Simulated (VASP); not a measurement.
SiC:

```
Si C
1.0
     2.99646    0.00000    0.00000
    -1.49823    2.59501    0.00000
     0.00000    0.00000    4.53814
Si C
2 2
Direct
  0.33333 0.66667 0.00456
  0.66667 0.33333 0.50456
  0.33333 0.66667 0.38044
  0.66667 0.33333 0.88044
```

This cell differs from its parent crystal: volume 8.822 Å^3 an atom, c/a of the conventional cell 1.5145.

- Program: VASP 6.6.1
- Task: relaxation of the atoms
- Functional: PBE
- Potentials or basis: VASP PAW PBE potentials, release 64 (Si, C)
- Cutoff: 520 eV
- k mesh: 12 × 12 × 6
- Occupations: gaussian, width 0.05 eV
- Spin: no spin polarisation

At the start: pressure 54.0 GPa; volume 8.82 Å³/atom.

Problem. Where does the relaxation end?

Solution. Over 16 steps the energy falls by 37.3 meV/atom; space group P6_3mc (No. 186, to 0.05 Å).

The path:
```
step  energy change (eV)  largest force (eV/Å)  pressure (GPa)
   1              0.0000                2.1700           53.96
   2              0.1846                2.0865           48.70
   3             -0.1493                0.0148           50.60
   4             -0.1493                0.0211           50.64
   5             -0.1493                0.0205           50.64
   6             -0.1493                0.0194           50.64
   7             -0.1493                0.0193           50.64
   8             -0.1493                0.0193           50.64
   9             -0.1493                0.0192           50.64
  10             -0.1493                0.0191           50.64
  11             -0.1493                0.0190           50.64
  12             -0.1493                0.0186           50.64
  13             -0.1493                0.0179           50.64
  14             -0.1493                0.0167           50.64
  15             -0.1493                0.0141           50.63
  16             -0.1493                0.0088           50.63
```

Final structure:
```xyz
4
Lattice="2.9965 0.0000 0.0000 -1.4982 2.5950 0.0000 0.0000 0.0000 4.5381" Properties=species:S:1:pos:R:3 pbc="T T T"
Si    0.0000    1.7300    4.5223
Si    1.4982    0.8650    2.2532
C     0.0000    1.7300    1.7631
C     1.4982    0.8650    4.0321
```

Caveat: the cell differs from its parent crystal (volume 8.822 Å^3 an atom, c/a of the conventional cell 1.5145).
